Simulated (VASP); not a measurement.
Set up this calculation in VASP 6.6.1, as the native input.

- Task: single point
- Functional: r2SCAN
- Potentials or basis: VASP PAW PBE potentials, release 64 (Li_sv)
- Cutoff: 520 eV
- k mesh: 20 × 20 × 20
- Occupations: gaussian, width 0.1 eV
- Spin: no spin polarisation
- Dipole correction: no
- Further INCAR settings: ALGO = Normal; EDIFF = 1e-07; NBANDS = 8

Li:

```
Li
1.0
     2.76429    0.00000    0.00000
     0.00000    2.76429    0.00000
     0.00000    0.00000    2.76429
Li
1
Direct
  0.00000 0.00000 0.00000
```

These files were run (other wordings do the same):

POSCAR

```
Li
1.0
    2.7642901294      0.0000000000      0.0000000000
    0.0000000000      2.7642901294      0.0000000000
    0.0000000000      0.0000000000      2.7642901294
Li
1
Direct
    0.0000000000      0.0000000000      0.0000000000
```

INCAR.step1

```
SYSTEM = Li
PREC = Accurate ; ENCUT = 520
ISMEAR = 0 ; SIGMA = 0.1
LREAL = .FALSE. ; LASPH = .TRUE.
NELM = 100 ; NBANDS = 8
GGA = PE ; ALGO = Normal
EDIFF = 1E-4 ; LWAVE = .TRUE.
LCHARG = .FALSE.
```

INCAR.step2

```
SYSTEM = Li
PREC = Accurate ; ENCUT = 520
EDIFF = 1E-7 ; ISMEAR = 0
SIGMA = 0.1 ; LREAL = .FALSE.
LASPH = .TRUE. ; NELM = 100
ALGO = Normal ; ISIF = 2
LWAVE = .FALSE. ; LCHARG = .FALSE.
METAGGA = R2SCAN ; LMIXTAU = .TRUE.
NBANDS = 8 ; ISTART = 1
```

KPOINTS

```
regular mesh
0
G
  20 20 20
  0 0 0
```

Potentials or basis: VASP PAW PBE potentials, release 64 (Li_sv).

The run is started by

```bash
$ cat potpaw_PBE.64/Li_sv/POTCAR > POTCAR
$ cp INCAR.step1 INCAR
$ mpirun -np 1 vasp_std > vasp.out
$ cp INCAR.step2 INCAR
$ mpirun -np 1 vasp_std > vasp.out
```

Wall time 3.3 min on 1 thread of AMD EPYC 9R45 96-Core Processor (Zen 5) (shared host), peak memory 0.13 GiB.
